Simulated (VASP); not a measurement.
# Be2SbP3 (P4/mmm) in VASP: further runs, part 2 of 2

VASP 6.6.1. Earlier steps stand in the parts before.

## (3) Single point, PBE

This run uses another cell than the first one, of 20.93 Å³/atom.

The input, INCAR:

```
ALGO = Normal
EDIFF = 1E-6
ENCUT = 520
GGA = PE
ISIF = 2
ISMEAR = 0
LASPH = True
LCHARG = False
LREAL = False
LWAVE = False
NBANDS = 21
NELM = 80
PREC = Accurate
SIGMA = 0.1
```

The input, KPOINTS:

```
k-points
0
Gamma
  4 4 4
```

The input, POSCAR:

```
Be2SbP3
1.0
    5.1045259948      0.0000000000      0.0000000000
    0.0000000000      5.1045259948      0.0000000000
    0.0000000000      0.0000000000      4.8203101441
Be Sb P
2 1 3
Direct
    0.0000000000      0.5000000000      0.0000000000
    0.5000000000      0.0000000000      0.0000000000
    0.5000000000      0.5000000000      0.5000000000
    0.0000000000      0.5000000000      0.5000000000
    0.5000000000      0.0000000000      0.5000000000
    0.5000000000      0.5000000000      0.0000000000
```

Potentials or basis: VASP PAW PBE potentials, release 64 (Be, Sb, P).

Command:

```console
> cat potpaw_PBE.64/Be/POTCAR potpaw_PBE.64/Sb/POTCAR potpaw_PBE.64/P/POTCAR > POTCAR
> mpirun -np 1 vasp_std > vasp.out
```

OUTCAR:

```text
EDIFF = 1E-6
   ENCUT = 520
   GGA = PE
   ISIF = 2
   ISMEAR = 0
   LASPH = True
   LREAL = False
   NELM = 80
   PREC = Accurate

 ion  position               nearest neighbor table
   1  0.000  0.500  0.000-   4 2.41   4 2.41   6 2.55   6 2.55
   2  0.500  0.000  0.000-   5 2.41   5 2.41   6 2.55   6 2.55
   3  0.500  0.500  0.500-   6 2.41   6 2.41   4 2.55   5 2.55   5 2.55   4 2.55
   4  0.000  0.500  0.500-   1 2.41   1 2.41   3 2.55   3 2.55
   5  0.500  0.000  0.500-   2 2.41   2 2.41   3 2.55   3 2.55
   6  0.500  0.500  0.000-   3 2.41   3 2.41   1 2.55   2 2.55   2 2.55   1 2.55

  LATTYP: Found a simple tetragonal cell.
 ALAT       =     5.1045259948
 C/A-ratio  =     0.9443208143

  Lattice vectors:

 A1 = (   5.1045259948,   0.0000000000,   0.0000000000)
 A2 = (   0.0000000000,   5.1045259948,   0.0000000000)
 A3 = (   0.0000000000,   0.0000000000,   4.8203101441)

Analysis of symmetry for initial positions (statically):
=====================================================================
 Subroutine PRICEL returns:
 Original cell was already a primitive cell.

 Routine SETGRP: Setting up the symmetry group for a
 simple tetragonal supercell.

 Subroutine GETGRP returns: Found 16 space group operations
 (whereof 16 operations were pure point group operations)
 out of a pool of 16 trial point group operations.

The static configuration has the point symmetry D_4h.

Analysis of symmetry for dynamics (positions and initial velocities):
=====================================================================
 Subroutine PRICEL returns:
 Original cell was already a primitive cell.

 Routine SETGRP: Setting up the symmetry group for a
 simple tetragonal supercell.

 Subroutine GETGRP returns: Found 16 space group operations
 (whereof 16 operations were pure point group operations)
 out of a pool of 16 trial point group operations.

The dynamic configuration has the point symmetry D_4h.

 Subroutine INISYM returns: Found 16 space group operations
 (whereof 16 operations are pure point group operations),
 and found     1 'primitive' translations

----------------------------------------------------------------------------------------

                                     Primitive cell

  volume of cell :     125.5989

  direct lattice vectors                    reciprocal lattice vectors
     5.104525995  0.000000000  0.000000000     0.195904576  0.000000000  0.000000000
     0.000000000  5.104525995  0.000000000     0.000000000  0.195904576  0.000000000
     0.000000000  0.000000000  4.820310144     0.000000000  0.000000000  0.207455531

  length of vectors
     5.104525995  5.104525995  4.820310144     0.195904576  0.195904576  0.207455531

  position of ions in fractional coordinates (direct lattice)
     0.000000000  0.500000000  0.000000000
     0.500000000  0.000000000  0.000000000
     0.500000000  0.500000000  0.500000000
     0.000000000  0.500000000  0.500000000
     0.500000000  0.000000000  0.500000000
     0.500000000  0.500000000  0.000000000

  ion indices of the primitive-cell ions
   primitive index   ion index
                 1           1
                 2           2
[... 29 lines left out ...]
 Found     18 irreducible k-points:

 Following reciprocal coordinates:
            Coordinates               Weight
  0.000000  0.000000  0.000000      1.000000
  0.250000  0.000000  0.000000      4.000000
  0.500000  0.000000  0.000000      2.000000
  0.250000  0.250000  0.000000      4.000000
  0.500000  0.250000  0.000000      4.000000
  0.500000  0.500000  0.000000      1.000000
[... 10 lines left out ...]
  0.500000  0.250000  0.500000      4.000000
  0.500000  0.500000  0.500000      1.000000
   k-points           NKPTS =     18   k-points in BZ     NKDIM =     18   number of bands    NBANDS=     21
   number of dos      NEDOS =    301   number of ions     NIONS =      6
   total plane-waves  NPLWV =  57600
   dimension x,y,z NGX =    40 NGY =   40 NGZ =   36
   dimension x,y,z NGXF=    80 NGYF=   80 NGZF=   72
   ions per type =               2   1   3
   NGX,Y,Z   is equivalent  to a cutoff of  13.03, 13.03, 12.42 a.u.
   NGXF,Y,Z  is equivalent  to a cutoff of  26.05, 26.05, 24.83 a.u.
 SYSTEM =  unknown system
   PREC   = accura    normal or accurate (medium, high low for compatibility)
   ISTART =      0    job   : 0-new  1-cont  2-samecut
   ICHARG =      2    charge: 1-file 2-atom 10-const
   ISPIN  =      1    spin polarized calculation?
   LNONCOLLINEAR =      F non collinear calculations
   LSORBIT =      F    spin-orbit coupling
   LASPH  =      T    aspherical Exc in radial PAW
   ENCUT  =  520.0 eV  38.22 Ry    6.18 a.u.   9.49  9.49  8.96*2*pi/ulx,y,z
   NELM   =     80;   NELMIN=  2; NELMDL= -5     # of ELM steps
   EDIFF  = 0.1E-05   stopping-criterion for ELM
   LREAL  =      F    real-space projection
   EDIFFG = 0.1E-04   stopping-criterion for IOM
   NSW    =      0    number of steps for IOM
   IBRION =     -1    ionic relax: 0-MD 1-quasi-New 2-CG
   NFREE  =      0    steps in history (QN), initial steepest desc. (CG)
   ISIF   =      2    stress and relaxation
   ISYM   =      2    0-nonsym 1-usesym 2-fastsym
   POTIM  = 0.5000    time-step for ionic-motion
   TEBEG  =    0.0;   TEEND  =   0.0 temperature during run
   PSTRESS=    0.0 pullay stress
   NELECT =      24.0000    total number of electrons
   NUPDOWN=      -1.0000    fix difference up-down
   EMIN   =  10.00;   EMAX   =-10.00  energy-range for DOS
   EFERMI =   0.00;   METHOD = LEGACY
   ISMEAR =     0;   SIGMA  =   0.10  broadening in eV -4-tet -1-fermi 0-gaus
   EFERMI_NEDOS =   21; number of points for ismear=-14 and -15
   IALGO  =     38    algorithm
   IMIX   =      4    mixing-type and parameters
     AMIX     =   0.40;   BMIX     =  1.00
     AMIX_MAG =   1.60;   BMIX_MAG =  1.00
  volume/ion in A,a.u.               =      20.93       141.26
  Fermi-wavevector in a.u.,A,eV,Ry     =   0.942938  1.781895 12.097386  0.889133
  Thomas-Fermi vector in A             =   2.070597
   LORBIT       =      0    0 simple, 1 ext, 2 COOP (PROOUT), +10 PAW based schemes
   GGA     = PE    functional components
   LHFCALC =     F    Hartree Fock is set to
   AEXX    =    0.0000 exact exchange contribution
   IVDW    =     0    specifies the selected vdW correction
   LEPSILON=     F    determine dielectric tensor
   LRPA    =     F    only Hartree local field effects (RPA)
 non-spin polarized calculation
 Gauss-broadening in eV      SIGMA  =   0.10
  energy-cutoff  :      520.00
  volume of cell :      125.60
 maximum number of plane-waves:      3418
 NGX is ok and might be reduce to    40
   NGX = 19   NGY = 19   NGZ = 17

 number of electron      23.9999998 magnetization

 Free energy of the ion-electron system (eV)
  ---------------------------------------------------
  ext. energy  EPLUGINS =         0.00000000
  ---------------------------------------------------
  free energy    TOTEN  =       -23.45616749 eV

  energy without entropy =      -23.43752050  energy(sigma->0) =      -23.44684399

 E-fermi :   4.7155     XC(G=0):  -8.9359

 val. band max:        4.6839217573   @ k =   0.5000   0.2500   0.2500
 cond. band min:       4.7185978464   @ k =   0.2500   0.2500   0.0000
 fundamental gap:      0.0346760891
 Fermi energy:         4.7155266923

 k-point     1 :       0.0000    0.0000    0.0000
  band No.  band energies     occupation
      1      -9.3377      2.00000
      2      -4.6483      2.00000
      3      -4.5167      2.00000
      4      -2.0273      2.00000
      5      -1.5747      2.00000
      6      -1.5747      2.00000
[... 421 lines left out ...]
     20       8.6150      0.00000
     21       9.1957      0.00000

------------------------ aborting loop because EDIFF is reached ----------------------------------------

  FORCE on cell =-STRESS in cart. coord.  units (eV):
  Direction    XX          YY          ZZ          XY          YZ          ZX
  --------------------------------------------------------------------------------------
  -------------------------------------------------------------------------------------
  Total        0.0829823      0.0829823      0.1585331      0.0000000      0.0000000      0.0000000
  in kB        1.0585477      1.0585477      2.0222964      0.0000000      0.0000000      0.0000000
  external PRESSURE =       1.3797973 kB  Pullay stress =       0.0000000 kB

 VOLUME and BASIS-vectors are now :
 -----------------------------------------------------------------------------
  energy-cutoff  :      520.00
  volume of cell :      125.60
      direct lattice vectors                 reciprocal lattice vectors
     5.104525995  0.000000000  0.000000000     0.195904576  0.000000000  0.000000000
     0.000000000  5.104525995  0.000000000     0.000000000  0.195904576  0.000000000
     0.000000000  0.000000000  4.820310144     0.000000000  0.000000000  0.207455531

 POSITION                                       TOTAL-FORCE (eV/Angst)
 -----------------------------------------------------------------------------------
      0.00000      2.55226      0.00000         0.000000      0.000000      0.000000
      2.55226      0.00000      0.00000         0.000000      0.000000      0.000000
      2.55226      2.55226      2.41016         0.000000      0.000000      0.000000
      0.00000      2.55226      2.41016         0.000000      0.000000      0.000000
      2.55226      0.00000      2.41016         0.000000      0.000000      0.000000
      2.55226      2.55226      0.00000         0.000000      0.000000      0.000000
 -----------------------------------------------------------------------------------
    total drift:                                0.000000     -0.000000     -0.000000

  FREE ENERGIE OF THE ION-ELECTRON SYSTEM (eV)
  ---------------------------------------------------
  free  energy   TOTEN  =       -23.4561674855 eV

  energy  without entropy=      -23.4375205023  energy(sigma->0) =      -23.44684399
```

stdout:

```text
POSCAR found type information on POSCAR BeSbP
 POSCAR found :  3 types and       6 ions
 scaLAPACK will be used
 LDA part: xc-table for (Slater+PW92), standard interpolation
 POSCAR, INCAR and KPOINTS ok, starting setup
 FFT: planning ... GRIDC
 FFT: planning ... GRID_SOFT
 FFT: planning ... GRID
 WAVECAR not read
 entering main loop
```

Run time: 58 s. Hardware: 1 thread of Oxide Virtual Turin-like, shared host; peak memory 0.21 GiB.

Results:

| Property | Result |
| --- | --- |
| Free energy | -23.4562 eV |
| Pressure | 0.1 GPa |
| Band gap on the k mesh | zero (bands 12 and 13 overlap by 1.46 eV) |

Caveat: spin-orbit coupling is left out, which moves the levels of the heavy elements.

The gap in the log of VASP goes by the Fermi energy; the results here count the filled bands.